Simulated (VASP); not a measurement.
A run of VASP 6.6.1 is set up as follows.

The input POSCAR:

```
BaTiO3
1.0
    3.8782201961      0.0000000000      0.0000000000
    0.0000000000      3.8782201961      0.0000000000
    0.0000000000      0.0000000000      4.0147687457
Ba Ti O
1 1 3
Direct
    0.0000000000      0.0000000000      0.0012632189
    0.5000000000      0.5000000000      0.4865967829
    0.5000000000      0.5000000000      0.0232325493
    0.5000000000      0.0000000000      0.5159537245
    0.0000000000      0.5000000000      0.5159537245
```

The input INCAR.step1:

```
SYSTEM = BaTiO3
  ALGO = Normal
  EDIFF = 1E-4
  ENCUT = 520
  GGA = PE
  ISMEAR = 0
  LASPH = .True.
  LCHARG = .False.
  LREAL = .False.
  LWAVE = .True.
  NBANDS = 28
  NELM = 60
  PREC = Accurate
  SIGMA = 0.01
```

INCAR.step2

```
SYSTEM = BaTiO3
  ALGO = Normal
  EDIFF = 1E-6
  ENCUT = 520
  ISIF = 2
  ISMEAR = 0
  ISTART = 1
  LASPH = .True.
  LCHARG = .True.
  LELF = .True.
  LMIXTAU = .True.
  LREAL = .False.
  LVHAR = .True.
  LWAVE = .False.
  METAGGA = R2SCAN
  NBANDS = 28
  NELM = 60
  PREC = Accurate
  SIGMA = 0.01
```

KPOINTS

```
k-points
0
Gamma
  6 6 6
  0 0 0
```

Potentials or basis: VASP PAW PBE potentials, release 64 (Ba_sv, Ti_sv, O).

Launch:

```sh
$ cat potpaw_PBE.64/Ba_sv/POTCAR potpaw_PBE.64/Ti_sv/POTCAR potpaw_PBE.64/O/POTCAR > POTCAR
$ cp INCAR.step1 INCAR
$ mpirun -np 1 vasp_std > vasp.out
$ cp INCAR.step2 INCAR
$ mpirun -np 1 vasp_std > vasp.out
```

(1) What does it give for the pressure?

(2) Estimate the largest force.

(3) Predict the band gap on the k mesh.

Answers

(1) 15.0 GPa.

(2) 0.111 eV/Å.

(3) 2.32 eV, indirect (least direct gap 2.66 eV).

Caveat: the cell differs from its parent crystal (strain -2.4%); the PAW data sets were made with another functional, which shifts forces and pressure a little; spin-orbit coupling is left out, which moves the levels of the heavy elements.
